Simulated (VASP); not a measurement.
A run of VASP 6.6.1:

The input INCAR:

```
SYSTEM = Cu3O2
PREC = Accurate ; ENCUT = 520
EDIFF = 1E-7 ; ISMEAR = 0
SIGMA = 0.15 ; LREAL = .FALSE.
LASPH = .TRUE. ; NELM = 80
ALGO = Normal ; ISIF = 2
LWAVE = .FALSE. ; LCHARG = .FALSE.
NBANDS = 30
```

The input KPOINTS:

```
Automatic mesh
0
G
  14 14 14
  0 0 0
```

Contents of POSCAR:

```
Cu3O2
1.0
   -2.0136500000      2.0136500000      3.8755500000
    2.0136500000     -2.0136500000      3.8755500000
    2.0136500000      2.0136500000     -3.8755500000
Cu O
3 2
Direct
    0.2500000000      0.7500000000      0.5000000000
    0.7500000000      0.2500000000      0.5000000000
    0.0000000000      0.0000000000      0.0000000000
    0.0000000000      0.5000000000      0.5000000000
    0.5000000000      0.0000000000      0.5000000000
```

Potentials or basis: VASP PAW LDA potentials, release 64 (Cu, O).

Command:

```bash
$ cat potpaw_LDA.64/Cu/POTCAR potpaw_LDA.64/O/POTCAR > POTCAR
$ mpirun -np 1 vasp_std > vasp.out
```

Hardware: 1 thread of Intel Xeon 8259CL, on a shared host.

Question: Estimate the wall time of this run.

Answer: Wall time 18 min on 1 thread of Intel Xeon 8259CL, on a shared host, peak memory 0.45 GiB. Counts: scf iterations 18, k points 244.
